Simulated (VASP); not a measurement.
Set up this calculation in VASP 6.6.1, as the native input.

```yaml
Task: single point
Functional: PBEsol
Potentials_or_basis: VASP PAW PBE potentials, release 64 (Sb_d_GW)
Cutoff: 500 eV
k_mesh: 18 × 18 × 18
Occupations: gaussian, width 0.15 eV
Spin: no spin polarisation
Dipole_correction: no
Further_INCAR_settings: ALGO = Normal; EDIFF = 1e-06; NBANDS = 22
```

The structure of Sb lies in POSCAR:

```
Sb
1.0
    2.0833495674      1.2028224336      3.9896147744
   -2.0833495674      1.2028224336      3.9896147744
    0.0000000000     -2.4056448671      3.9896147745
Sb
2
Direct
    0.2336400000      0.2336400000      0.2336400000
    0.7663600000      0.7663600000      0.7663600000
```

This cell differs from its parent crystal: ratio of the length along z to the lengths across it x 1.1, volume and fractional coordinates fixed.

These files were run (other wordings do the same):

INCAR

```
SYSTEM = Sb
ALGO = Normal
EDIFF = 1E-6
ENCUT = 500
GGA = PS
GGA_COMPAT = .False.
ISIF = 2
ISMEAR = 0
LASPH = .True.
LCHARG = .False.
LREAL = .False.
LWAVE = .False.
NBANDS = 22
NELM = 120
PREC = Accurate
SIGMA = 0.15
```

KPOINTS

```
k-points
0
Gamma
  18 18 18
  0 0 0
```

Potentials or basis: VASP PAW PBE potentials, release 64 (Sb_d_GW).

Command:

```sh
$ cat potpaw_PBE.64/Sb_d_GW/POTCAR > POTCAR
$ mpirun -np 1 vasp_std > vasp.out
```

It gave:

- Pressure: 0.8 GPa
- Largest force: 0.088 eV/Å
- Band gap on the k mesh: zero (bands 15 and 16 overlap by 0.81 eV)

Caveat: the PAW data sets were made with another functional, which shifts forces and pressure a little; spin-orbit coupling is left out, which moves the levels of the heavy elements.

Run time: 6.3 min on 1 thread of Intel(R) Xeon(R) Platinum 8488C (Sapphire Rapids), with other jobs on the host, peak memory 0.78 GiB.
